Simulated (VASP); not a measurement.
# Cl (Cmce) in VASP: notebook

Cl is run at these levels: r2SCAN; tasks: single point, relaxation of cell and atoms.

Everything below comes from runs of VASP 6.6.1. Logs are shortened: lines on timing, memory, paths and dates and some standing lists are left out, and cuts for length are marked.

## 1. The cell of the first run

Symmetry: Cmce, No. 64, orthorhombic system. Conventional cell: a = 6.533 Å, b = 4.137 Å, c = 8.270 Å, α = 90.00°, β = 90.00°, γ = 90.00°. Within 2.7 Å of Cl (site symmetry m) lie 1 Cl at 2.01 Å.

## 2. Single point, r2SCAN

POSCAR

```
Cl
1.0
    3.2662570067     -2.0684105923      0.0000000000
    3.2662570067      2.0684105923      0.0000000000
    0.0000000000      0.0000000000      8.2696731805
Cl
4
Direct
    0.8806742847      0.1193257153      0.1059220543
    0.6193257153      0.3806742847      0.6059220543
    0.3806742847      0.6193257153      0.3940779457
    0.1193257153      0.8806742847      0.8940779457
```

INCAR.step1

```
SYSTEM = Cl
PREC = Accurate
ENCUT = 550
ISMEAR = -1
SIGMA = 0.02
LREAL = .FALSE.
LASPH = .TRUE.
NELM = 120
NBANDS = 22
GGA = PE
ALGO = Normal
EDIFF = 1E-5
LWAVE = .TRUE.
LCHARG = .FALSE.
GGA_COMPAT = .FALSE.
```

INCAR.step2

```
SYSTEM = Cl
PREC = Accurate
ENCUT = 550
EDIFF = 1E-6
ISMEAR = -1
SIGMA = 0.02
LREAL = .FALSE.
LASPH = .TRUE.
NELM = 120
ALGO = Normal
ISIF = 2
LWAVE = .FALSE.
LCHARG = .FALSE.
METAGGA = R2SCAN
LMIXTAU = .TRUE.
NBANDS = 22
ISTART = 1
GGA_COMPAT = .FALSE.
```

KPOINTS

```
Automatic mesh
0
G
  6 6 3
  0 0 0
```

Potentials or basis: VASP PAW PBE potentials, release 64 (Cl).

Launch:

```console
$ cat potpaw_PBE.64/Cl/POTCAR > POTCAR
$ cp INCAR.step1 INCAR
$ mpirun -np 1 vasp_std > vasp.out
$ cp INCAR.step2 INCAR
$ mpirun -np 1 vasp_std > vasp.out
```

OUTCAR:

```text
SYSTEM = Cl
   PREC = Accurate
   ENCUT = 550
   EDIFF = 1E-6
   ISMEAR = -1
   LREAL = .FALSE.
   LASPH = .TRUE.
   NELM = 120
   ISIF = 2
   METAGGA = R2SCAN
   ISTART = 1

 ion  position               nearest neighbor table
   1  0.881  0.119  0.106-   4 2.01
   2  0.619  0.381  0.606-   3 2.01
   3  0.381  0.619  0.394-   2 2.01
   4  0.119  0.881  0.894-   1 2.01

  LATTYP: Found a base centered orthorhombic cell.
 ALAT       =     4.1368211846
 B/A-ratio  =     1.5791144267
 C/A-ratio  =     1.9990405221

  Lattice vectors:

 A1 = (  -3.2662570067,  -2.0684105923,   0.0000000000)
 A2 = (   3.2662570067,  -2.0684105923,   0.0000000000)
 A3 = (   0.0000000000,   0.0000000000,   8.2696731805)

Analysis of symmetry for initial positions (statically):
=====================================================================
 Subroutine PRICEL returns:
 Original cell was already a primitive cell.

 Routine SETGRP: Setting up the symmetry group for a
 base centered orthorhombic supercell.

 Subroutine GETGRP returns: Found  8 space group operations
 (whereof  4 operations were pure point group operations)
 out of a pool of  8 trial point group operations.

The static configuration has the point symmetry C_2h.
 The point group associated with its full space group is D_2h.

Analysis of symmetry for dynamics (positions and initial velocities):
=====================================================================
 Subroutine PRICEL returns:
 Original cell was already a primitive cell.

 Routine SETGRP: Setting up the symmetry group for a
 base centered orthorhombic supercell.

 Subroutine GETGRP returns: Found  8 space group operations
 (whereof  4 operations were pure point group operations)
 out of a pool of  8 trial point group operations.

The dynamic configuration has the point symmetry C_2h.
 The point group associated with its full space group is D_2h.

 Subroutine INISYM returns: Found  8 space group operations
 (whereof  4 operations are pure point group operations),
 and found     1 'primitive' translations

----------------------------------------------------------------------------------------

                                     Primitive cell

  volume of cell :     111.7392

  direct lattice vectors                    reciprocal lattice vectors
     3.266257007 -2.068410592  0.000000000     0.153080422 -0.241731502  0.000000000
     3.266257007  2.068410592  0.000000000     0.153080422  0.241731502  0.000000000
     0.000000000  0.000000000  8.269673180     0.000000000  0.000000000  0.120923763

  length of vectors
     3.866103621  3.866103621  8.269673180     0.286125383  0.286125383  0.120923763

  position of ions in fractional coordinates (direct lattice)
     0.880674285  0.119325715  0.105922054
     0.619325715  0.380674285  0.605922054
     0.380674285  0.619325715  0.394077946
     0.119325715  0.880674285  0.894077946

  ion indices of the primitive-cell ions
   primitive index   ion index
                 1           1
                 2           2
                 3           3
                 4           4

----------------------------------------------------------------------------------------

 KPOINTS: Automatic mesh

Automatic generation of k-mesh.
 Grid dimensions read from file:
 generate k-points for:    6    6    3

 Generating k-lattice:

  Cartesian coordinates                     Fractional coordinates (reciprocal lattice)
     0.025513404 -0.040288584  0.000000000     0.166666667 -0.000000000  0.000000000
     0.025513404  0.040288584  0.000000000    -0.000000000  0.166666667  0.000000000
     0.000000000  0.000000000  0.040307921     0.000000000  0.000000000  0.333333333

  Length of vectors
     0.047687564  0.047687564  0.040307921

  Shift w.r.t. Gamma in fractional coordinates (k-lattice)
     0.000000000  0.000000000  0.000000000

 Subroutine IBZKPT returns following result:
 ===========================================

 Found     26 irreducible k-points:

 Following reciprocal coordinates:
            Coordinates               Weight
  0.000000  0.000000  0.000000      1.000000
  0.166667 -0.000000  0.000000      4.000000
  0.333333 -0.000000  0.000000      4.000000
  0.500000  0.000000  0.000000      2.000000
  0.166667  0.166667  0.000000      2.000000
  0.333333  0.166667  0.000000      4.000000
[... 16 lines left out ...]
  0.333333  0.333333  0.333333      4.000000
  0.500000  0.333333  0.333333      8.000000
 [... further k-points ...]
   k-points           NKPTS =     26   k-points in BZ     NKDIM =     26   number of bands    NBANDS=     22
   number of dos      NEDOS =    301   number of ions     NIONS =      4
   total plane-waves  NPLWV =  57600
   dimension x,y,z NGX =    30 NGY =   30 NGZ =   64
   dimension x,y,z NGXF=    60 NGYF=   60 NGZF=  128
   ions per type =               4
   NGX,Y,Z   is equivalent  to a cutoff of  12.90, 12.90, 12.87 a.u.
   NGXF,Y,Z  is equivalent  to a cutoff of  25.80, 25.80, 25.73 a.u.
 SYSTEM =  Cl
   PREC   = accura    normal or accurate (medium, high low for compatibility)
   ISTART =      1    job   : 0-new  1-cont  2-samecut
   ICHARG =      0    charge: 1-file 2-atom 10-const
   ISPIN  =      1    spin polarized calculation?
   LNONCOLLINEAR =      F non collinear calculations
   LSORBIT =      F    spin-orbit coupling
   LASPH  =      T    aspherical Exc in radial PAW
   ENCUT  =  550.0 eV  40.42 Ry    6.36 a.u.   7.39  7.39 15.81*2*pi/ulx,y,z
   NELM   =    120;   NELMIN=  2; NELMDL=  0     # of ELM steps
   EDIFF  = 0.1E-05   stopping-criterion for ELM
   LREAL  =      F    real-space projection
   EDIFFG = 0.1E-04   stopping-criterion for IOM
   NSW    =      0    number of steps for IOM
   IBRION =     -1    ionic relax: 0-MD 1-quasi-New 2-CG
   NFREE  =      0    steps in history (QN), initial steepest desc. (CG)
   ISIF   =      2    stress and relaxation
   ISYM   =      2    0-nonsym 1-usesym 2-fastsym
   POTIM  = 0.5000    time-step for ionic-motion
   TEBEG  =    0.0;   TEEND  =   0.0 temperature during run
   PSTRESS=    0.0 pullay stress
   NELECT =      28.0000    total number of electrons
   NUPDOWN=      -1.0000    fix difference up-down
   EMIN   =  10.00;   EMAX   =-10.00  energy-range for DOS
   EFERMI =   0.00;   METHOD = LEGACY
   ISMEAR =    -1;   SIGMA  =   0.02  broadening in eV -4-tet -1-fermi 0-gaus
   EFERMI_NEDOS =   21; number of points for ismear=-14 and -15
   IALGO  =     38    algorithm
   IMIX   =      4    mixing-type and parameters
     AMIX     =   0.40;   BMIX     =  1.00
     AMIX_MAG =   1.60;   BMIX_MAG =  1.00
  volume/ion in A,a.u.               =      27.93       188.51
  Fermi-wavevector in a.u.,A,eV,Ry     =   1.032109  1.950404 14.493601  1.065250
  Thomas-Fermi vector in A             =   2.166291
   LORBIT       =      0    0 simple, 1 ext, 2 COOP (PROOUT), +10 PAW based schemes
   METAGGA = R2SCAN    functional components
   LHFCALC =     F    Hartree Fock is set to
   AEXX    =    0.0000 exact exchange contribution
   IVDW    =     0    specifies the selected vdW correction
   LEPSILON=     F    determine dielectric tensor
   LRPA    =     F    only Hartree local field effects (RPA)
 non-spin polarized calculation
  energy-cutoff  :      550.00
  volume of cell :      111.74
 maximum number of plane-waves:      3299
 NGX is ok and might be reduce to    30
   NGX = 15   NGY = 15   NGZ = 31

 number of electron      27.9999991 magnetization

 Free energy of the ion-electron system (eV)
  ---------------------------------------------------
  ext. energy  EPLUGINS =         0.00000000
  ---------------------------------------------------
  free energy    TOTEN  =       -24.60275330 eV

  energy without entropy =      -24.60275330  energy(sigma->0) =      -24.60275330

 E-fermi :  -0.2133     XC(G=0):  -8.3535

 val. band max:       -0.6388587521   @ k =   0.0000   0.0000   0.0000
 cond. band min:       2.0351159655   @ k =   0.0000   0.0000   0.0000
 fundamental gap:      2.6739747176
 Fermi energy:        -0.2132937170

 k-point     1 :       0.0000    0.0000    0.0000
  band No.  band energies     occupation
      1     -18.1403      2.00000
      2     -17.8553      2.00000
      3     -14.0539      2.00000
      4     -13.2336      2.00000
      5      -6.4405      2.00000
      6      -5.1570      2.00000
[... 14 lines left out ...]
     21      10.8474      0.00000
     22      10.9214      0.00000

 k-point     2 :       0.1667   -0.0000    0.0000
  band No.  band energies     occupation
      1     -18.0815      2.00000
      2     -17.8315      2.00000
      3     -13.9962      2.00000
      4     -13.2895      2.00000
      5      -6.4136      2.00000
      6      -5.2766      2.00000
[... 14 lines left out ...]
     21      10.1445      0.00000
     22      10.9842      0.00000

 k-point     3 :       0.3333   -0.0000    0.0000
  band No.  band energies     occupation
      1     -17.9454      2.00000
      2     -17.7973      2.00000
      3     -13.8452      2.00000
      4     -13.4422      2.00000
      5      -6.3177      2.00000
      6      -5.6392      2.00000
[... 14 lines left out ...]
     21      10.7600      0.00000
     22      11.2107      0.00000
[... 476 lines left out ...]
 k-point    23 :       0.3333    0.3333    0.3333
  band No.  band energies     occupation
      1     -17.9304      2.00000
      2     -17.8070      2.00000
      3     -13.7309      2.00000
      4     -13.3853      2.00000
      5      -6.0577      2.00000
      6      -5.5537      2.00000
[... 14 lines left out ...]
     21      10.0256      0.00000
     22      10.6995      0.00000

 k-point    24 :       0.5000    0.3333    0.3333
  band No.  band energies     occupation
      1     -17.8742      2.00000
      2     -17.7727      2.00000
      3     -13.6956      2.00000
      4     -13.4181      2.00000
      5      -6.0354      2.00000
      6      -5.6255      2.00000
[... 14 lines left out ...]
     21      10.1911      0.00000
     22      11.0000      0.00000

 [... further k-points ...]

------------------------ aborting loop because EDIFF is reached ----------------------------------------

  FORCE on cell =-STRESS in cart. coord.  units (eV):
  Direction    XX          YY          ZZ          XY          YZ          ZX
  --------------------------------------------------------------------------------------
  -------------------------------------------------------------------------------------
  Total       -0.0437720     -0.2182912     -0.6025246      0.0000000      0.0000000      0.0000000
  in kB       -0.6276265     -3.1299782     -8.6393268      0.0000000      0.0000000      0.0000000
  external PRESSURE =      -4.1323105 kB  Pullay stress =       0.0000000 kB

 VOLUME and BASIS-vectors are now :
 -----------------------------------------------------------------------------
  energy-cutoff  :      550.00
  volume of cell :      111.74
      direct lattice vectors                 reciprocal lattice vectors
     3.266257007 -2.068410592  0.000000000     0.153080422 -0.241731502  0.000000000
     3.266257007  2.068410592  0.000000000     0.153080422  0.241731502  0.000000000
     0.000000000  0.000000000  8.269673180     0.000000000  0.000000000  0.120923763

 POSITION                                       TOTAL-FORCE (eV/Angst)
 -----------------------------------------------------------------------------------
      3.26626     -1.57478      0.87594         0.000000     -0.091451     -0.166317
      3.26626     -0.49363      5.01078         0.000000      0.091451     -0.166317
      3.26626      0.49363      3.25890         0.000000     -0.091451      0.166317
      3.26626      1.57478      7.39373         0.000000      0.091451      0.166317
 -----------------------------------------------------------------------------------
    total drift:                               -0.000000      0.000000      0.000000

  FREE ENERGIE OF THE ION-ELECTRON SYSTEM (eV)
  ---------------------------------------------------
  free  energy   TOTEN  =       -24.6027532998 eV

  energy  without entropy=      -24.6027532998  energy(sigma->0) =      -24.60275330
```

It took 2.4 min on 1 thread of AMD EPYC 9R45 (Zen 5), shared host; peak memory 0.22 GiB.

What came out:

| Property | Result |
| --- | --- |
| Free energy | -24.6028 eV |
| Pressure | -0.4 GPa |
| Largest force | 0.190 eV/Å |
| Band gap on the k mesh | 2.67 eV |

Forces in eV/Å, atoms in the order of the input:
```
Cl   0.000 -0.091 -0.166
Cl   0.000  0.091 -0.166
Cl   0.000 -0.091  0.166
Cl   0.000  0.091  0.166
```

Caveat: the PAW data sets were made with another functional, which shifts forces and pressure a little.

## 3. Relaxation of cell and atoms, r2SCAN

This run uses another cell than the first one, of 29.05 Å³/atom.

POSCAR

```
Cl
1.0
    3.1450000000     -2.2500000000      0.0000000000
    3.1450000000      2.2500000000      0.0000000000
    0.0000000000      0.0000000000      8.2100000000
Cl
4
Direct
    0.8700000000      0.1300000000      0.1000000000
    0.6300000000      0.3700000000      0.6000000000
    0.3700000000      0.6300000000      0.4000000000
    0.1300000000      0.8700000000      0.9000000000
```

INCAR.step1

```
  ALGO = Normal
  EDIFF = 1E-5
  EDIFFG = -0.005
  ENCUT = 550
  GGA = PE
  GGA_COMPAT = False
  IBRION = 2
  ISIF = 3
  ISMEAR = -1
  LASPH = True
  LCHARG = False
  LREAL = False
  LWAVE = True
  NELM = 120
  NELMIN = 4
  NSW = 100
  PREC = Accurate
  SIGMA = 0.02
```

INCAR.step2

```
  ALGO = Normal
  EDIFF = 1E-7
  EDIFFG = -0.02
  ENCUT = 550
  GGA_COMPAT = False
  IBRION = 2
  ISIF = 3
  ISMEAR = -1
  ISTART = 1
  LASPH = True
  LCHARG = False
  LMIXTAU = True
  LREAL = False
  LWAVE = False
  METAGGA = R2SCAN
  NELM = 120
  NELMIN = 4
  NSW = 80
  PREC = Accurate
  SIGMA = 0.02
```

KPOINTS

```
k-points
0
Gamma
  6 6 3
```

Potentials or basis: VASP PAW PBE potentials, release 64 (Cl).

Launch:

```console
$ cat potpaw_PBE.64/Cl/POTCAR > POTCAR
$ cp INCAR.step1 INCAR
$ mpirun -np 1 vasp_std > vasp.out
$ cp INCAR.step2 INCAR
$ mpirun -np 1 vasp_std > vasp.out
```

Wall time 34 min (1 thread of AMD EPYC 9R45 (Zen 5), shared host); peak memory 0.23 GiB.

The run converged. Its results:

| Property | Result |
| --- | --- |
| Free energy | -24.6053 eV |
| Relaxed volume | 27.76 Å³/atom |
| Relaxed cell | a = 3.856 Å, b = 3.856 Å, c = 8.143 Å, α = 90.00°, β = 90.00°, γ = 66.54° |
| Space group after relaxing (to 0.1 Å) | Cmce (No. 64) |
| Energy gained by relaxing | 7.5 meV/atom |
| Ionic steps | 18 |
| Pressure after relaxing | 0.0 GPa |
| Largest force after relaxing | 0.004 eV/Å |
| Band gap on the k mesh | 2.90 eV |

Forces on the atoms (eV/Å):
```
Cl   0.000 -0.004  0.001
Cl   0.000  0.004  0.001
Cl   0.000 -0.004 -0.001
Cl   0.000  0.004 -0.001
```

Stress tensor (GPa, compression positive):
```
-0.01  0.00  0.00
 0.00  0.00  0.00
 0.00  0.00  0.08
```

Step by step:
```csv
step,energy change (eV),largest force (eV/Å),pressure (GPa),volume (Å³)
1,0.0000,0.3809,-1.06,116.19
2,0.0206,0.8963,1.54,112.99
3,-0.0129,0.1012,-0.13,114.93
4,-0.0129,0.1084,-0.11,114.90
5,-0.0153,0.1004,-0.10,114.45
6,-0.0212,0.0755,-0.05,113.11
7,-0.0263,0.0217,0.12,110.44
8,-0.0252,0.1731,-0.33,111.10
9,-0.0265,0.0307,0.00,110.61
10,-0.0271,0.0251,-0.01,110.95
11,-0.0282,0.0134,-0.05,111.96
12,-0.0281,0.0091,-0.15,113.95
13,-0.0285,0.0098,-0.10,112.88
14,-0.0284,0.1139,0.19,112.10
15,-0.0287,0.0473,0.03,112.54
16,-0.0289,0.0430,0.03,112.39
17,-0.0294,0.0295,0.03,111.95
18,-0.0300,0.0040,0.02,111.05
```

Final structure:
```cif
data_structure
_symmetry_space_group_name_H-M 'P 1'
_symmetry_Int_Tables_number 1
_cell_length_a 3.8558
_cell_length_b 3.8558
_cell_length_c 8.1429
_cell_angle_alpha 90.000
_cell_angle_beta 90.000
_cell_angle_gamma 66.536
_cell_volume 111.05
loop_
_atom_site_label
_atom_site_type_symbol
_atom_site_fract_x
_atom_site_fract_y
_atom_site_fract_z
_atom_site_occupancy
Cl1 Cl 0.87769 0.12231 0.10500 1
Cl2 Cl 0.62231 0.37769 0.60500 1
Cl3 Cl 0.37769 0.62231 0.39500 1
Cl4 Cl 0.12231 0.87769 0.89500 1
```

Levels at points of the mesh, in eV from the valence-band top:
| k point | band 12 | band 13 | band 14 | band 15 | band 16 | band 17 |
| --- | --- | --- | --- | --- | --- | --- |
| (0.00, 0.00, 0.00) | -0.31 | -0.07 | 0.00 | 2.90 | 3.67 | 7.54 |
| (0.50, 0.00, 0.00) | -0.67 | -0.19 | -0.19 | 3.47 | 3.47 | 8.71 |
| (0.50, 0.50, 0.00) | -1.02 | -0.34 | -0.07 | 2.97 | 3.43 | 9.01 |

Caveat: the PAW data sets were made with another functional, which shifts forces and pressure a little. A k mesh can miss the band edges.
